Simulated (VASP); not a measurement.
Runs of VASP 6.6.1 on EuO. The structure is that of space group Fm-3m (No. 225), or close to it. The cells are those of the table. 

```csv
level,spin,U,cell,cutoff (eV),gap on the mesh (eV),pressure (GPa),moment (μB)
r2SCAN+rVV10+U,collinear,Eu f U = 4.0 eV,"a = 3.552 Å, angles 60.0°, 2 atoms",800,none,4.1,7.00
PBE+D3(BJ)+U,collinear,Eu f U = 6.0 eV,"a = 3.673 Å, angles 60.0°, 2 atoms",600,0.12,-3.7,7.00
r2SCAN+rVV10+U,collinear,Eu f U = 4.0 eV,"a = 3.601 Å, angles 60.0°, 2 atoms",800,none,-0.4,7.00
r2SCAN+rVV10+U,collinear,Eu f U = 4.0 eV,"a = 3.577 Å, angles 60.0°, 2 atoms",800,none,1.7,7.00
PBE+D3(BJ)+U,collinear,Eu f U = 6.0 eV,"a = 3.650 Å, angles 60.0°, 2 atoms",600,(a),-2.2,7.00
r2SCAN+rVV10+U,collinear,Eu f U = 4.0 eV,"a = 3.615 Å, angles 60.0°, 2 atoms",800,none,-1.5,7.00
PBE+D3(BJ)+U,"collinear, ferromagnetic start",Eu f U = 6.0 eV,"a = 3.637 Å, angles 60.0°, 2 atoms",600,none,(c),7.00
r2SCAN+rVV10+U,"collinear, ferromagnetic start",Eu f U = 4.0 eV,"a = 3.637 Å, angles 60.0°, 2 atoms",800,none,-3.2,7.00
PBE+D3(BJ)+U,collinear,Eu f U = 6.0 eV,"a = 3.626 Å, angles 60.0°, 2 atoms",600,none,-0.6,7.00
r2SCAN+rVV10+U,collinear,Eu f U = 4.0 eV,"a = 3.625 Å, angles 60.0°, 2 atoms",800,none,-2.3,7.00
PBEsol+U,"collinear, ferromagnetic start",Eu f U = 6.0 eV,"a = 3.637 Å, angles 60.0°, 2 atoms",600,none,-3.7,7.00
PBEsol+U,collinear,Eu f U = 6.0 eV,"a = 3.619 Å, angles 60.0°, 2 atoms",600,none,(b),7.00
```

Alike in all rows: task single point; potentials or basis VASP PAW PBE potentials, release 64 (Eu, O); k mesh 8 × 8 × 8; smearing gaussian 0.05 eV.

Task: Estimate the missing entries.

Result: (a) 0.02; (b) -2.5; (c) -1.4.

Caveats: spin-orbit coupling is left out, which moves the levels of the heavy elements; a cell with one magnetic atom can't hold antiferromagnetic order, which such compounds often take; the PAW data sets were made with another functional, which shifts forces and pressure a little (at least some runs); the cell stands under tension (at least some runs); the cell stands under pressure (at least some runs).

A k mesh can miss the band edges, and the runs leave out spin-orbit coupling on Eu.

A gap of «none» marks levels without a gap at the run's occupations.
